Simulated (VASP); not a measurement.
Runs of VASP 6.6.1 on SiC. Symmetry: P6_3mc, No. 186, hexagonal system. The conventional cell has a = 3.076 Å, b = 3.076 Å, c = 5.048 Å, α = 90.00°, β = 90.00°, γ = 120.00°. Within 2.5 Å of Si (site symmetry 3m) lie 4 C at 1.87 to 1.94 Å. Within 2.5 Å of C (site symmetry 3m) lie 4 Si at 1.87 to 1.94 Å. 

| k mesh | gap on the mesh (eV) | pressure (GPa) | largest force (eV/Å) |
| --- | --- | --- | --- |
| 9 × 9 × 4 | 2.32 | 3.5 | 0.75 |
| 18 × 18 × 10 | 2.32 | 3.5 | 0.75 |
| 3 × 3 × 2 | (a) | 4.2 | 0.58 |
| 6 × 6 × 4 | 2.32 | 3.5 | 0.75 |
| 15 × 15 × 8 | 2.32 | 3.5 | 0.75 |

Alike in all rows: task single point; level PBE; potentials or basis VASP PAW PBE potentials, release 64 (Si, C); no spin polarisation; cell as given; cutoff (eV) 600; smearing gaussian 0.02 eV.

Fill in the values left out.

(a) 2.26.

Caveats: some runs use coarse meshes; the cell stands under pressure (at least some runs).

A k mesh can miss the band edges.
